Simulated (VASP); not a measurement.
The system is CsI.

```
CELL_PARAMETERS angstrom
4.66602 0.00000 0.00000
0.00000 4.66602 0.00000
0.00000 0.00000 4.66602
ATOMIC_POSITIONS crystal
Cs 0.00000 0.00000 0.00000
I 0.50000 0.50000 0.50000
```

| Property | Result |
| --- | --- |
| Program | VASP 6.6.1 |
| Task | relaxation of cell and atoms |
| Functional | LDA |
| Potentials or basis | VASP PAW LDA potentials, release 64 (Cs_sv, I) |
| Cutoff | 500 eV |
| k mesh | 6 × 6 × 6 |
| Occupations | fermi-dirac, width 0.02 eV |
| Spin | no spin polarisation |

At the start: pressure -1.9 GPa; volume 50.79 Å³/atom.

How do energy, volume and symmetry change on relaxing?

Over 18 steps the energy falls by 55.0 meV/atom and the volume is 42.85 Å³/atom (-15.6 %); space group Pm-3m (No. 221, to 0.1 Å) before and after.

Step by step:
| step | energy change (eV) | largest force (eV/Å) | pressure (GPa) | volume (Å³) |
| --- | --- | --- | --- | --- |
| 1 | 0.0000 | 0.0000 | -1.86 | 101.59 |
| 2 | -0.0808 | 0.0000 | -1.14 | 93.18 |
| 3 | -0.1094 | 0.0000 | -0.19 | 86.72 |
| 4 | -0.1100 | 0.0000 | 0.03 | 85.55 |
| 5 | -0.1100 | 0.0000 | -0.03 | 85.85 |
| 6 | -0.1100 | 0.0000 | -0.03 | 85.85 |
| 7 | -0.1100 | 0.0000 | -0.03 | 85.84 |
| 8 | -0.1100 | 0.0000 | -0.03 | 85.84 |
| 9 | -0.1100 | 0.0000 | -0.03 | 85.84 |
| 10 | -0.1100 | 0.0000 | -0.03 | 85.84 |
| 11 | -0.1100 | 0.0000 | -0.03 | 85.84 |
| 12 | -0.1100 | 0.0000 | -0.03 | 85.84 |
| 13 | -0.1100 | 0.0000 | -0.03 | 85.84 |
| 14 | -0.1100 | 0.0000 | -0.03 | 85.84 |
| 15 | -0.1100 | 0.0000 | -0.03 | 85.83 |
| 16 | -0.1100 | 0.0000 | -0.03 | 85.81 |
| 17 | -0.1100 | 0.0000 | -0.02 | 85.77 |
| 18 | -0.1100 | 0.0000 | 0.00 | 85.70 |

Final structure:
```
Cs I
1.0
     4.40878    0.00000    0.00000
     0.00000    4.40878    0.00000
     0.00000    0.00000    4.40878
Cs I
1 1
Direct
  0.00000 0.00000 0.00000
  0.50000 0.50000 0.50000
```

Caveat: the volume moved by over 15 % at a fixed basis, so the end points are rough.
